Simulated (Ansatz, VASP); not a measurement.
**ZrC in VASP and in Ansatz**

```
Zr C
1.0
     0.00000    2.35021    2.35021
     2.35021    0.00000    2.35021
     2.35021    2.35021    0.00000
Zr C
1 1
Direct
  0.43230 0.56770 0.50000
  0.00000 0.00000 0.00000
```

Change from the starting cell: all Zr atoms moved +0.225 Å, as atom 1 along Cartesian [1 -1 0].

Alike in both runs: task single point; functional PBEsol; k mesh 18 × 18 × 18; occupations gaussian, width 0.15 eV; no spin polarisation.

|  | VASP | Ansatz |
| --- | --- | --- |
| version | VASP 6.6.1 | Ansatz 0.2.0 |
| potentials or method | VASP PAW PBE potentials, release 64 (Zr_sv, C), cutoff 520 eV | scalar-relativistic, plane waves, PAW |
| valence electrons in the cell | 16 | 16 |

|  | VASP | Ansatz | Ansatz less VASP |
| --- | --- | --- | --- |
| gap on the k mesh at the Fermi level (eV) | none | none | - |
| pressure (GPa) | -0.3 | -0.6 | -0.35 |
| traceless stress, the component that is largest in VASP (GPa) | -4.83 | -4.81 | +0.026 |
| rms of the force components (eV/Å) | 0.877 | 0.870 | -0.0071 |

VASP's potentials were made for PBE, not for PBEsol. Atom by atom the forces differ by 0.007 eV/Å (rms over components). A gap of «none» marks a metal or a gap that the smearing closes. The functional is the same, so the differences come from potentials, cutoffs and numerics.
